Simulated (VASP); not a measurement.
Write the native input for VASP 6.6.1 that does the following.

```yaml
Task: single point
Functional: PBEsol
Potentials_or_basis: VASP PAW PBE potentials, release 64 (Zn, Cu)
Cutoff: 520 eV
k_mesh: 9 × 9 × 9
Occupations: fermi-dirac, width 0.05 eV
Spin: no spin polarisation
Dipole_correction: no
Further_INCAR_settings: ALGO = Normal; EDIFF = 1e-06; NBANDS = 18
```

The structure of ZnCu lies in POSCAR:

```
ZnCu
1.0
    2.9252343038      0.0000000000      0.0000000000
    0.0000000000      2.9252343038      0.0000000000
    0.0000000000      0.0000000000      2.9252343038
Zn Cu
1 1
Direct
    0.5000000000      0.5000000000      0.5000000000
    0.0000000000      0.0000000000      0.0000000000
```

This cell differs from its parent crystal: volume scaled by 0.98.

The input as run:

INCAR

```
SYSTEM = ZnCu
ALGO = Normal ; EDIFF = 1E-6
ENCUT = 520 ; GGA = PS
ISIF = 2 ; ISMEAR = -1
LASPH = .True. ; LCHARG = .False.
LREAL = .False. ; LWAVE = .False.
NBANDS = 18 ; NELM = 60
PREC = Accurate ; SIGMA = 0.05
```

KPOINTS

```
k-points
0
Gamma
  9 9 9
  0 0 0
```

Potentials or basis: VASP PAW PBE potentials, release 64 (Zn, Cu).

Run with:

```sh
$ cat potpaw_PBE.64/Zn/POTCAR potpaw_PBE.64/Cu/POTCAR > POTCAR
$ mpirun -np 1 vasp_std > vasp.out
```

It gave:

```json
{
  "Pressure": "-1.4 GPa"
}
```

Caveat: the PAW data sets were made with another functional, which shifts forces and pressure a little.

Run time: 28 s on 1 thread of AMD EPYC 7R13, on a shared host, peak memory 0.11 GiB.
